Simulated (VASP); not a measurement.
Write the native input for VASP 6.6.1 that does the following.

| Quantity | Value |
| --- | --- |
| Task | single point |
| Functional | PBE |
| Potentials or basis | VASP PAW PBE potentials, release 64 (C, N, H) |
| Cutoff | 520 eV |
| k mesh | 2 × 2 × 1 |
| Occupations | fermi-dirac, width 0.05 eV |
| Spin | no spin polarisation |
| Dipole correction | no |
| Further INCAR settings | LREAL = Auto; ALGO = Normal; EDIFF = 1e-06; NBANDS = 55 |

The structure of HC18N lies in POSCAR:

```
HC18N
1.0
    7.3980000000      0.0000000000      0.0000000000
   -3.6990000000      6.4068560000      0.0000000000
    0.0000000000      0.0000000000     12.0000000000
C N H
18 1 1
Direct
    0.0143830281     -0.0017008889      0.0808389550
    0.2373571541      0.1090594706      0.0761985526
    0.0156027447      0.3299035794      0.0751839226
    0.2358038162      0.4403342020      0.0752008366
    0.0133788707      0.6610987607      0.0761863241
    0.2364823028      0.7720245770      0.0804456138
    0.3495392563     -0.0018642837      0.0804454309
    0.5673367466      0.1094820733      0.0836670171
    0.3474128498      0.3289305006      0.0756801561
    0.5707688599      0.4402386294      0.0751398052
    0.3429235216      0.6606647218      0.0836290829
    0.5664334821      0.7665496297      0.1091733431
    0.6849402346      0.0035855971      0.1092084322
    0.9089145027      0.1101552112      0.0837398744
    0.6805420924      0.3298150310      0.0752203813
    0.9035618789      0.4412236860      0.0756926267
    0.6838391964      0.6599896635      0.0836754037
    0.9011617736      0.7718544607      0.0808198166
    0.6325696213      0.8849818499      0.2161902138
    0.5045117673      0.8849499287      0.2494969113
```

The input as run:

INCAR

```
PREC = Accurate ; ENCUT = 520
EDIFF = 1E-6 ; ISMEAR = -1
SIGMA = 0.05 ; LREAL = Auto
LASPH = T ; NELM = 80
ALGO = Normal ; ISIF = 2
LWAVE = F ; LCHARG = F
GGA = PE ; NBANDS = 55
```

KPOINTS

```
Automatic mesh
0
Gamma
  2 2 1
```

Potentials or basis: VASP PAW PBE potentials, release 64 (C, N, H).

Run with:

```console
$ cat potpaw_PBE.64/C/POTCAR potpaw_PBE.64/N/POTCAR potpaw_PBE.64/H/POTCAR > POTCAR
$ mpirun -np 1 vasp_std > vasp.out
```

It gave:

```yaml
Largest_force: 0.090 eV/Å
Band_gap_on_the_k_mesh: 0.19 eV
```

Caveat: the k points lie up to 0.49 Å⁻¹ apart.

It took 2.5 min on 1 thread of Intel(R) Xeon(R) 6975P-C (Granite Rapids), with other jobs on the host, peak memory 0.58 GiB.
